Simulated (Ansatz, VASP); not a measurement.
## In in VASP and in Ansatz

```
In
1.0
     0.00000    2.56470    2.56470
     2.56470    0.00000    2.56470
     2.56470    2.56470    0.00000
In
2
Direct
  0.87500 0.87500 0.87500
  0.12500 0.12500 0.12500
```

Change from the starting cell: volume scaled by 0.5, LAPW.

Alike in both runs: task single point; functional LDA; k mesh 12 × 12 × 12; occupations fermi-dirac, width 0.05 eV; no spin polarisation.

```csv
,VASP,Ansatz
version,VASP 6.6.1,Ansatz 0.2.0
potentials or method,"VASP PAW LDA potentials, release 64 (In_d), cutoff 520 eV","all-electron LAPW, scalar-relativistic"
```

Ansatz gave:

| Item | Value |
| --- | --- |
| pressure (GPa) | 126.6 |

Problem. Which values does VASP return?

Solution. Pressure (GPa): 127.9.

LDA's correlation is that of Perdew and Zunger in VASP and of Perdew and Wang (1992) in Ansatz. Both programs put the cell under a high pressure, so it lies far from rest at this level. Ansatz ran all-electron here, and VASP with PAW potentials.

Noted on VASP's run: the cell as given lies far from equilibrium.
